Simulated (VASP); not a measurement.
# CsOsC3N3 (Fm-3m) in VASP: single point with PBE

Aim: the single point of CsOsC3N3 with PBE.

Everything below comes from runs of VASP 6.6.1. Logs are shortened: lines on timing, memory, paths and dates and some standing lists are left out, and cuts for length are marked.

### Step 1. The cell of the first run

It takes space group Fm-3m (No. 225, cubic). Conventional cell: a = 10.447 Å, b = 10.447 Å, c = 10.447 Å, α = 90.00°, β = 90.00°, γ = 90.00°. Within 4.9 Å of Cs (site symmetry -43m) lie 12 C at 3.74 Å and 12 N at 3.74 Å and 8 Os at 4.52 Å. Within 2.7 Å of Os (site symmetry m-3m) lie 6 C at 2.03 Å. Os (site symmetry m-3m) has 6 N at 2.01 Å within 2.7 Å. Within 1.6 Å of C (site symmetry 4mm) lie 1 N at 1.18 Å. Within 1.6 Å of N (site symmetry 4mm) lie 1 C at 1.18 Å.

### Step 2. Single point, PBE, collinear spin

The input, INCAR:

```
PREC = Accurate ; ENCUT = 520
EDIFF = 1E-7 ; ISMEAR = 0
SIGMA = 0.1 ; LREAL = Auto
LASPH = True ; NELM = 150
ALGO = Normal ; ISIF = 2
LWAVE = False ; LCHARG = True
ISPIN = 2 ; MAGMOM = 0 0 1 1 0 0 0 0 0 0 0 0 0 0 0 0
LORBIT = 11 ; LMAXMIX = 4
GGA = PE ; LELF = True
LVHAR = True ; NBANDS = 62
```

The input, KPOINTS:

```
Automatic mesh
0
Gamma
  4 4 4
```

The input, POSCAR:

```
CsOsC3N3
1.0
    0.0000000000      5.2237486818      5.2237486818
    5.2237486818      0.0000000000      5.2237486818
    5.2237486818      5.2237486818      0.0000000000
Cs Os C N
2 2 6 6
Direct
    0.2500000000      0.2500000000      0.2500000000
    0.7500000000      0.7500000000      0.7500000000
    0.0000000000      0.0000000000      0.0000000000
    0.5000000000      0.5000000000      0.5000000000
    0.8056236620      0.1943763380      0.1943763380
    0.1943763380      0.8056236620      0.1943763380
    0.1943763380      0.1943763380      0.8056236620
    0.1943763380      0.8056236620      0.8056236620
    0.8056236620      0.1943763380      0.8056236620
    0.8056236620      0.8056236620      0.1943763380
    0.6925683802      0.3074316198      0.3074316198
    0.3074316198      0.6925683802      0.3074316198
    0.3074316198      0.3074316198      0.6925683802
    0.3074316198      0.6925683802      0.6925683802
    0.6925683802      0.3074316198      0.6925683802
    0.6925683802      0.6925683802      0.3074316198
```

Potentials or basis: VASP PAW PBE potentials, release 64 (Cs_sv, Os, C, N).

Run with:

```sh
> cat potpaw_PBE.64/Cs_sv/POTCAR potpaw_PBE.64/Os/POTCAR potpaw_PBE.64/C/POTCAR potpaw_PBE.64/N/POTCAR > POTCAR
> mpirun -np 1 vasp_std > vasp.out
```

OUTCAR:

```text
PREC = Accurate
   ENCUT = 520
   EDIFF = 1E-7
   ISMEAR = 0
   LREAL = Auto
   LASPH = True
   NELM = 150
   ISIF = 2
   ISPIN = 2
   LORBIT = 11
   GGA = PE

 ion  position               nearest neighbor table
   1  0.250  0.250  0.250-
   2  0.750  0.750  0.750-
   3  0.000  0.000  0.000-   5 2.03   6 2.03   7 2.03   8 2.03   9 2.03  10 2.03
   4  0.500  0.500  0.500-  11 2.01  12 2.01  13 2.01  14 2.01  15 2.01  16 2.01
   5  0.806  0.194  0.194-  11 1.18   3 2.03
   6  0.194  0.806  0.194-  12 1.18   3 2.03
   7  0.194  0.194  0.806-  13 1.18   3 2.03
   8  0.194  0.806  0.806-  14 1.18   3 2.03
   9  0.806  0.194  0.806-  15 1.18   3 2.03
  10  0.806  0.806  0.194-  16 1.18   3 2.03
  11  0.693  0.307  0.307-   5 1.18   4 2.01
  12  0.307  0.693  0.307-   6 1.18   4 2.01
  13  0.307  0.307  0.693-   7 1.18   4 2.01
  14  0.307  0.693  0.693-   8 1.18   4 2.01
  15  0.693  0.307  0.693-   9 1.18   4 2.01
  16  0.693  0.693  0.307-  10 1.18   4 2.01

  LATTYP: Found a face centered cubic cell.
 ALAT       =    10.4474973636

  Lattice vectors:

 A1 = (   0.0000000000,   5.2237486818,   5.2237486818)
 A2 = (   5.2237486818,   0.0000000000,   5.2237486818)
 A3 = (   5.2237486818,   5.2237486818,   0.0000000000)

Analysis of symmetry for initial positions (statically):
=====================================================================
 Subroutine PRICEL returns:
 Original cell was already a primitive cell.

 Routine SETGRP: Setting up the symmetry group for a
 face centered cubic supercell.

 Subroutine GETGRP returns: Found 48 space group operations
 (whereof 48 operations were pure point group operations)
 out of a pool of 48 trial point group operations.

The static configuration has the point symmetry O_h .

Analysis of symmetry for dynamics (positions and initial velocities):
=====================================================================
 Subroutine PRICEL returns:
 Original cell was already a primitive cell.

 Routine SETGRP: Setting up the symmetry group for a
 face centered cubic supercell.

 Subroutine GETGRP returns: Found 48 space group operations
 (whereof 48 operations were pure point group operations)
 out of a pool of 48 trial point group operations.

The dynamic configuration has the point symmetry O_h .

Analysis of structural, dynamic, and magnetic symmetry:
=====================================================================
 Subroutine PRICEL returns:
 Original cell was already a primitive cell.

 Routine SETGRP: Setting up the symmetry group for a
 face centered cubic supercell.

 Subroutine GETGRP returns: Found 48 space group operations
 (whereof 48 operations were pure point group operations)
 out of a pool of 48 trial point group operations.

The overall configuration has the point symmetry O_h .

 Subroutine INISYM returns: Found 48 space group operations
 (whereof 48 operations are pure point group operations),
 and found     1 'primitive' translations

----------------------------------------------------------------------------------------

                                     Primitive cell

  volume of cell :     285.0866

  direct lattice vectors                    reciprocal lattice vectors
     0.000000000  5.223748682  5.223748682    -0.095716703  0.095716703  0.095716703
     5.223748682  0.000000000  5.223748682     0.095716703 -0.095716703  0.095716703
     5.223748682  5.223748682  0.000000000     0.095716703  0.095716703 -0.095716703

  length of vectors
     7.387496232  7.387496232  7.387496232     0.165786192  0.165786192  0.165786192

  position of ions in fractional coordinates (direct lattice)
     0.250000000  0.250000000  0.250000000
     0.750000000  0.750000000  0.750000000
     0.000000000  0.000000000  0.000000000
     0.500000000  0.500000000  0.500000000
     0.805623662  0.194376338  0.194376338
     0.194376338  0.805623662  0.194376338
[... 8 lines left out ...]
     0.692568380  0.307431620  0.692568380
     0.692568380  0.692568380  0.307431620

  ion indices of the primitive-cell ions
   primitive index   ion index
                 1           1
                 2           2
                 3           3
                 4           4
                 5           5
                 6           6
[... 8 lines left out ...]
                15          15
                16          16

----------------------------------------------------------------------------------------

 KPOINTS: Automatic mesh

Automatic generation of k-mesh.
 Grid dimensions read from file:
 generate k-points for:    4    4    4

 Generating k-lattice:

  Cartesian coordinates                     Fractional coordinates (reciprocal lattice)
    -0.023929176  0.023929176  0.023929176     0.250000000  0.000000000  0.000000000
     0.023929176 -0.023929176  0.023929176     0.000000000  0.250000000  0.000000000
     0.023929176  0.023929176 -0.023929176     0.000000000  0.000000000  0.250000000

  Length of vectors
     0.041446548  0.041446548  0.041446548

  Shift w.r.t. Gamma in fractional coordinates (k-lattice)
     0.000000000  0.000000000  0.000000000

 Subroutine IBZKPT returns following result:
 ===========================================

 Found      8 irreducible k-points:

 Following reciprocal coordinates:
            Coordinates               Weight
  0.000000  0.000000  0.000000      1.000000
  0.250000  0.000000  0.000000      8.000000
  0.500000  0.000000  0.000000      4.000000
  0.250000  0.250000  0.000000      6.000000
  0.500000  0.250000  0.000000     24.000000
 -0.250000  0.250000  0.000000     12.000000
  0.500000  0.500000  0.000000      3.000000
 -0.250000  0.500000  0.250000      6.000000
   k-points           NKPTS =      8   k-points in BZ     NKDIM =      8   number of bands    NBANDS=     62
   number of dos      NEDOS =    301   number of ions     NIONS =     16
   total plane-waves  NPLWV = 175616
   dimension x,y,z NGX =    56 NGY =   56 NGZ =   56
   dimension x,y,z NGXF=   112 NGYF=  112 NGZF=  112
   ions per type =               2   2   6   6
   NGX,Y,Z   is equivalent  to a cutoff of  12.60, 12.60, 12.60 a.u.
   NGXF,Y,Z  is equivalent  to a cutoff of  25.20, 25.20, 25.20 a.u.
 SYSTEM =  unknown system
   PREC   = accura    normal or accurate (medium, high low for compatibility)
   ISTART =      0    job   : 0-new  1-cont  2-samecut
   ICHARG =      2    charge: 1-file 2-atom 10-const
   ISPIN  =      2    spin polarized calculation?
   LNONCOLLINEAR =      F non collinear calculations
   LSORBIT =      F    spin-orbit coupling
   LASPH  =      T    aspherical Exc in radial PAW
   ENCUT  =  520.0 eV  38.22 Ry    6.18 a.u.  13.74 13.74 13.74*2*pi/ulx,y,z
   NELM   =    150;   NELMIN=  2; NELMDL= -5     # of ELM steps
   EDIFF  = 0.1E-06   stopping-criterion for ELM
   LREAL  =      T    real-space projection
   EDIFFG = 0.1E-05   stopping-criterion for IOM
   NSW    =      0    number of steps for IOM
   IBRION =     -1    ionic relax: 0-MD 1-quasi-New 2-CG
   NFREE  =      0    steps in history (QN), initial steepest desc. (CG)
   ISIF   =      2    stress and relaxation
   ISYM   =      2    0-nonsym 1-usesym 2-fastsym
   POTIM  = 0.5000    time-step for ionic-motion
   TEBEG  =    0.0;   TEEND  =   0.0 temperature during run
   PSTRESS=    0.0 pullay stress
   NELECT =      88.0000    total number of electrons
   NUPDOWN=      -1.0000    fix difference up-down
   EMIN   =  10.00;   EMAX   =-10.00  energy-range for DOS
   EFERMI =   0.00;   METHOD = LEGACY
   ISMEAR =     0;   SIGMA  =   0.10  broadening in eV -4-tet -1-fermi 0-gaus
   EFERMI_NEDOS =   21; number of points for ismear=-14 and -15
   IALGO  =     38    algorithm
   IMIX   =      4    mixing-type and parameters
     AMIX     =   0.40;   BMIX     =  1.00
     AMIX_MAG =   1.60;   BMIX_MAG =  1.00
  volume/ion in A,a.u.               =      17.82       120.24
  Fermi-wavevector in a.u.,A,eV,Ry     =   1.106395  2.090783 16.655019  1.224109
  Thomas-Fermi vector in A             =   2.242895
   LORBIT       =     11    0 simple, 1 ext, 2 COOP (PROOUT), +10 PAW based schemes
   GGA     = PE    functional components
   LHFCALC =     F    Hartree Fock is set to
   AEXX    =    0.0000 exact exchange contribution
   IVDW    =     0    specifies the selected vdW correction
   LEPSILON=     F    determine dielectric tensor
   LRPA    =     F    only Hartree local field effects (RPA)
 spin polarized calculation
 Gauss-broadening in eV      SIGMA  =   0.10
  energy-cutoff  :      520.00
  volume of cell :      285.09
 maximum number of plane-waves:      7727
 NGX is ok and might be reduce to    56
   NGX = 27   NGY = 27   NGZ = 27

 number of electron      87.9999996 magnetization       0.0001661

 number of electron      87.9999996 magnetization      -0.0000065

 Free energy of the ion-electron system (eV)
  ---------------------------------------------------
  ext. energy  EPLUGINS =         0.00000000
  ---------------------------------------------------
  free energy    TOTEN  =      -131.79110440 eV

  energy without entropy =     -131.79110440  energy(sigma->0) =     -131.79110440

 E-fermi :   2.9459     XC(G=0):  -8.7594

 val. band max:        2.5214353277   @ k =   0.0000   0.0000   0.0000
 cond. band min:       4.9851186907   @ k =   0.2500   0.2500   0.0000
 fundamental gap:      2.4636833630
 Fermi energy:         2.9458876412

 spin component 1

 k-point     1 :       0.0000    0.0000    0.0000
  band No.  band energies     occupation
      1     -19.7370      1.00000
      2     -19.7182      1.00000
      3     -16.5025      1.00000
      4     -16.1732      1.00000
      5     -16.1732      1.00000
      6     -16.1706      1.00000
[... 461 lines left out ...]
     55       6.9376      0.00000
     56       7.0900      0.00000
 Fermi energy:         2.9458876412

 spin component 2

 k-point     1 :       0.0000    0.0000    0.0000
  band No.  band energies     occupation
      1     -19.7370      1.00000
      2     -19.7182      1.00000
      3     -16.5025      1.00000
      4     -16.1732      1.00000
      5     -16.1732      1.00000
      6     -16.1706      1.00000
[... 461 lines left out ...]
     55       6.9376      0.00000
     56       7.0900      0.00000
 [bands above 56 left out]

------------------------ aborting loop because EDIFF is reached ----------------------------------------

  FORCE on cell =-STRESS in cart. coord.  units (eV):
  Direction    XX          YY          ZZ          XY          YZ          ZX
  --------------------------------------------------------------------------------------
  -------------------------------------------------------------------------------------
  Total        1.2720500      1.2720500      1.2720500      0.0000000      0.0000000      0.0000000
  in kB        7.1488793      7.1488793      7.1488793      0.0000000      0.0000000      0.0000000
  external PRESSURE =       7.1488793 kB  Pullay stress =       0.0000000 kB

 VOLUME and BASIS-vectors are now :
 -----------------------------------------------------------------------------
  energy-cutoff  :      520.00
  volume of cell :      285.09
      direct lattice vectors                 reciprocal lattice vectors
     0.000000000  5.223748682  5.223748682    -0.095716703  0.095716703  0.095716703
     5.223748682  0.000000000  5.223748682     0.095716703 -0.095716703  0.095716703
     5.223748682  5.223748682  0.000000000     0.095716703  0.095716703 -0.095716703

 POSITION                                       TOTAL-FORCE (eV/Angst)
 -----------------------------------------------------------------------------------
      2.61187      2.61187      2.61187         0.000000      0.000000      0.000000
      7.83562      7.83562      7.83562        -0.000000     -0.000000      0.000000
      0.00000      0.00000      0.00000         0.000000     -0.000000      0.000000
      5.22375      5.22375      5.22375         0.000000      0.000000      0.000000
      2.03075      5.22375      5.22375        -0.200647      0.000000      0.000000
      5.22375      2.03075      5.22375         0.000000     -0.200647      0.000000
[... 8 lines left out ...]
      5.22375      7.23561      5.22375         0.000000     -0.152345      0.000000
      5.22375      5.22375      7.23561         0.000000      0.000000     -0.152345
 -----------------------------------------------------------------------------------
    total drift:                                0.000000      0.000000      0.000000

  FREE ENERGIE OF THE ION-ELECTRON SYSTEM (eV)
  ---------------------------------------------------
  free  energy   TOTEN  =      -131.7911044039 eV

  energy  without entropy=     -131.7911044038  energy(sigma->0) =     -131.79110440

 total charge

# of ion       s       p       d       tot
------------------------------------------
    1        1.830   4.717   0.013   6.561
    2        1.830   4.717   0.013   6.561
    3        0.642   1.023   6.253   7.918
    4        0.560   0.852   6.201   7.613
    5        0.937   1.649   0.000   2.587
    6        0.937   1.649   0.000   2.587
[... 8 lines left out ...]
   15        1.283   2.623   0.000   3.906
   16        1.283   2.623   0.000   3.906
--------------------------------------------------
tot         18.182  36.944  12.481  67.607

 magnetization (x)

# of ion       s       p       d       tot
------------------------------------------
    1       -0.000  -0.000  -0.000  -0.000
    2       -0.000  -0.000  -0.000  -0.000
    3       -0.000  -0.000   0.000   0.000
    4       -0.000  -0.000   0.000   0.000
    5        0.000   0.000   0.000   0.000
    6        0.000   0.000   0.000   0.000
[... 8 lines left out ...]
   15       -0.000   0.000   0.000   0.000
   16       -0.000   0.000   0.000   0.000
--------------------------------------------------
tot         -0.000   0.000   0.000   0.000
```

It took 12 min on 1 thread of AMD EPYC 7R13 (Zen 3), shared host; peak memory 0.63 GiB.

What came out:

```
Free energy                                           : -131.7911 eV
Pressure                                              : 0.7 GPa
Largest force                                         : 0.201 eV/Å
Band gap on the k mesh                                : 2.46 eV (least direct gap 2.50 eV)
Net moment                                            : 0.00 μB per cell
Valence electrons inside the program's atomic spheres : Cs 6.56; Os 7.92, 7.61; C 2.59; N 3.91
```

Forces in eV/Å, atoms in the order of the input:
```
Cs   0.000  0.000  0.000
Cs   0.000  0.000  0.000
Os   0.000  0.000  0.000
Os   0.000  0.000  0.000
C   -0.201  0.000  0.000
C    0.000 -0.201  0.000
C    0.000  0.000 -0.201
C    0.201  0.000  0.000
C    0.000  0.201  0.000
C    0.000  0.000  0.201
N    0.152  0.000  0.000
N    0.000  0.152  0.000
N    0.000  0.000  0.152
N   -0.152  0.000  0.000
N    0.000 -0.152  0.000
N    0.000  0.000 -0.152
```

Levels at points of the mesh, in eV from the valence-band top:
Spin up:
| k point | band 42 | band 43 | band 44 | band 45 | band 46 | band 47 |
| --- | --- | --- | --- | --- | --- | --- |
| (0.00, 0.00, 0.00) | 0.00 | 0.00 | 0.00 | 2.50 | 2.50 | 2.50 |
| (0.50, 0.00, 0.00) | -1.08 | -1.05 | -1.05 | 3.33 | 3.33 | 3.78 |
| (0.50, 0.50, 0.00) | -0.75 | -0.75 | -0.07 | 2.60 | 2.96 | 2.96 |
Spin down:
```tsv
k point	band 41	band 42	band 43	band 44	band 45	band 46	band 47	band 48
(0.00, 0.00, 0.00)	-3.21	0.00	0.00	0.00	2.50	2.50	2.50	2.90
(0.50, 0.00, 0.00)	-1.96	-1.08	-1.05	-1.05	3.33	3.33	3.78	3.78
(0.50, 0.50, 0.00)	-1.66	-0.75	-0.75	-0.07	2.60	2.96	2.96	3.14
```

Caveat: spin-orbit coupling is left out, which moves the levels of the heavy elements. A k mesh can miss the band edges.
